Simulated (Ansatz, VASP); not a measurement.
# Two plane-wave programs on Ga2O3

```
Ga O
1.0
     6.12784   -1.51953    0.00253
     6.12784    1.51953    0.00253
    -1.38839    0.00000    5.63998
Ga O
4 6
Direct
  0.09052 0.09052 0.79479
  0.90948 0.90948 0.20521
  0.65873 0.65873 0.31448
  0.34127 0.34127 0.68552
  0.16421 0.16421 0.10916
  0.83579 0.83579 0.89084
  0.17334 0.17334 0.56352
  0.82666 0.82666 0.43648
  0.49671 0.49671 0.28398
  0.50371 0.50371 0.74376
```

Alike in both runs: task single point; functional r2SCAN; k mesh 8 × 8 × 4; occupations gaussian, width 0.05 eV; no spin polarisation.

|  | VASP | Ansatz |
| --- | --- | --- |
| version | VASP 6.6.1 | Ansatz 0.2.0 |
| potentials or method | VASP PAW PBE potentials, release 64 (Ga_d, O), cutoff 520 eV | scalar-relativistic, plane waves, PAW |
| valence electrons in the cell | 88 | 88 |

VASP gave:

* gap on the k mesh at the Fermi level (eV): 2.94
* least direct gap on the mesh (eV): 2.95
* pressure (GPa): 1.5
* traceless stress, the component that is largest in VASP (GPa): 0.48
* rms of the force components (eV/Å): 0.227

Estimate Ansatz's values.

gap on the k mesh at the Fermi level (eV): 2.96; least direct gap on the mesh (eV): 2.97; pressure (GPa): -0.3; traceless stress, the component that is largest in VASP (GPa): 0.53; rms of the force components (eV/Å): 0.229.

VASP's potentials were made for PBE, not for r2SCAN. Atom by atom the forces differ by 0.035 eV/Å (rms over components).
